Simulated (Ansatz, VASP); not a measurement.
# ZnS in VASP and in Ansatz

```
Zn S
1.0
     0.00000    2.73493    2.73493
     2.73493    0.00000    2.73493
     2.73493    2.73493    0.00000
Zn S
1 1
Direct
  0.00000 0.00000 0.00000
  0.75000 0.75000 0.75000
```

Change from the starting cell: strain +0.015 along x and y, +0.015 along z, atoms carried along.

Alike in both runs: task single point; functional r2SCAN; k mesh 8 × 8 × 8; occupations gaussian, width 0.05 eV; no spin polarisation.

```csv
,VASP,Ansatz
version,VASP 6.6.1,Ansatz 0.2.0
potentials or method,"VASP PAW PBE potentials, release 64 (Zn, S), cutoff 520 eV","scalar-relativistic, plane waves, PAW"
valence electrons in the cell,18,18
```

|  | VASP | Ansatz | Ansatz less VASP |
| --- | --- | --- | --- |
| gap on the k mesh at the Fermi level (eV) | 2.51 | 2.50 | -0.007 |
| least direct gap on the mesh (eV) | 2.51 | 2.50 | -0.007 |
| pressure (GPa) | -3.2 | -3.2 | -0.02 |

VASP's potentials were made for PBE, not for r2SCAN.
